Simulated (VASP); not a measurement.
Set up this calculation in VASP 6.6.1, as the native input.

| Quantity | Value |
| --- | --- |
| Task | single point |
| Functional | PBEsol |
| Potentials or basis | VASP PAW PBE potentials, release 64 (Nd) |
| Cutoff | 520 eV |
| k mesh | 14 × 14 × 14 |
| Occupations | fermi-dirac, width 0.136057 eV |
| Spin | no spin polarisation |
| Dipole correction | no |
| Further INCAR settings | ALGO = Normal; EDIFF = 1e-06; NBANDS = 13 |

The structure of Nd lies in POSCAR:

```
Nd
1.0
   -1.6886791028      1.6886791028      1.6886791028
    1.6886791028     -1.6886791028      1.6886791028
    1.6886791028      1.6886791028     -1.6886791028
Nd
1
Direct
    0.0000000000      0.0000000000      0.0000000000
```

This isn't the form of Nd at room conditions, which is double hcp.

These files were run (other wordings do the same):

INCAR

```
SYSTEM = Nd
PREC     = Accurate       ! precision mode
ENCUT    = 520            ! plane-wave cutoff, eV
EDIFF    = 1E-6           ! SCF threshold, eV
ISMEAR   = -1             ! smearing method
SIGMA    = 0.13605693000000002 ! smearing width, eV
LREAL    = .FALSE.        ! projectors in reciprocal space
LASPH    = .TRUE.         ! aspherical terms in the spheres
NELM     = 100            ! most SCF steps
ALGO     = Normal         ! electronic algorithm
ISIF     = 2              ! what is computed and relaxed
LWAVE    = .FALSE.        ! write WAVECAR
LCHARG   = .FALSE.        ! write CHGCAR
GGA      = PS             ! functional
NBANDS   = 13             ! bands
```

KPOINTS

```
regular mesh
0
G
  14 14 14
  0 0 0
```

Potentials or basis: VASP PAW PBE potentials, release 64 (Nd).

The run is started by

```bash
$ cat potpaw_PBE.64/Nd/POTCAR > POTCAR
$ mpirun -np 1 vasp_std > vasp.out
```

It gave:

```yaml
Pressure: 0.1 GPa
Band_gap_on_the_k_mesh: zero (bands 7 and 8 overlap by 0.69 eV)
```

Caveat: the PAW data sets were made with another functional, which shifts forces and pressure a little; spin-orbit coupling is left out, which moves the levels of the heavy elements; semilocal functionals describe open f shells poorly, which spoils levels, moments and volumes.

Wall time 56 s on 1 thread of Intel Xeon 8259CL, on a shared host, peak memory 0.17 GiB.
